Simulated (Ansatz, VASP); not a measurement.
# Be3Al2: VASP beside Ansatz

```xyz
5
Lattice="2.5063 -3.9838 0.0000 2.5063 3.9838 0.0000 0.0000 0.0000 3.9291" Properties=species:S:1:pos:R:3 pbc="T T T"
Be    0.0000    0.0000    0.0000
Be    2.5063    0.0000    0.0000
Be    2.5063    0.0000    1.9646
Al    1.2531    1.9919    0.0000
Al    1.2531   -1.9919    0.0000
```

Alike in both runs: functional PBE; k mesh 10 × 10 × 10; occupations gaussian, width 0.1 eV; no spin polarisation.

Ansatz relaxed the structure, and its values are those at the end. VASP's run is a single point on that final structure, the one shown.

|  | VASP | Ansatz |
| --- | --- | --- |
| version | VASP 6.6.1 | Ansatz 0.2.0 |
| potentials or method | VASP PAW PBE potentials, release 64 (Be, Al), cutoff 520 eV | scalar-relativistic, plane waves, PAW |
| valence electrons in the cell | 12 | 12 |

|  | VASP | Ansatz | Ansatz less VASP |
| --- | --- | --- | --- |
| gap on the k mesh at the Fermi level (eV) | none | none | - |
| pressure (GPa) | 0.0 | 0.0 | -0.02 |

A gap of «none» marks a metal or a gap that the smearing closes.
